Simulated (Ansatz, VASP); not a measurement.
**Two plane-wave programs on Sb2As**

```
Sb As
1.0
     5.95593    0.00000    0.00000
     0.00000    7.51327    0.00000
     0.00000    0.00000    3.79556
Sb As
4 2
Direct
  0.17546 0.36595 0.00000
  0.82454 0.63405 0.00000
  0.67546 0.13405 0.50000
  0.32454 0.86595 0.50000
  0.00000 0.00000 0.00000
  0.50000 0.50000 0.50000
```

Alike in both runs: functional PBE; k mesh 6 × 6 × 10; occupations gaussian, width 0.1 eV; no spin polarisation.

Ansatz relaxed the structure, and its values are those at the end. VASP's run is a single point on that final structure, the one shown.

|  | VASP | Ansatz |
| --- | --- | --- |
| version | VASP 6.6.1 | Ansatz 0.2.0 |
| potentials or method | VASP PAW PBE potentials, release 64 (Sb, As), cutoff 520 eV | scalar-relativistic, plane waves, PAW |
| valence electrons in the cell | 30 | 90 |

|  | VASP | Ansatz | Ansatz less VASP |
| --- | --- | --- | --- |
| gap on the k mesh at the Fermi level (eV) | none | none | - |
| pressure (GPa) | 0.0 | 0.0 | 0.00 |
| rms of the force components (eV/Å) | 0.003 | 0.005 | +0.0015 |

A gap of «none» marks a metal or a gap that the smearing closes. VASP's potentials hold 30 valence electrons a cell and Ansatz's 90, so a difference there can come from the potentials and not from the codes.

Neither program's run includes spin-orbit coupling.
